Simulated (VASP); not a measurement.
Mg8HO8 (a cell with a defect), 17 atoms in the cell. The cell holds a defect, 17 atoms: a = 5.955 Å, b = 5.955 Å, c = 5.955 Å, α = 60.00°, β = 60.00°, γ = 60.00°. 

```yaml
Program: VASP 6.6.1
Task: single point
Functional: PBE
Potentials_or_basis: VASP PAW PBE potentials, release 64 (Mg, O, H)
Cutoff: 520 eV
k_mesh: 2 × 2 × 2
Occupations: gaussian, width 0.05 eV
Spin: no spin polarisation
Dipole_correction: no
Charge: 1
Further_INCAR_settings: LREAL = Auto; ALGO = Normal; EDIFF = 1e-06; NBANDS = 46; NELECT = 64.0
```

Potentials or basis: VASP PAW PBE potentials, release 64 (Mg, O, H).

Command:

```bash
$ cat potpaw_PBE.64/Mg/POTCAR potpaw_PBE.64/O/POTCAR potpaw_PBE.64/H/POTCAR > POTCAR
$ mpirun -np 1 vasp_std > vasp.out
```

Hardware: 1 thread of Intel(R) Xeon(R) 6975P-C (Granite Rapids), with other jobs on the host.

Task: How long does it take, and how much memory?

Result: It took 70 s on 1 thread of Intel(R) Xeon(R) 6975P-C (Granite Rapids) (shared host), peak memory 0.33 GiB. Counts: scf iterations 14, k points 8.
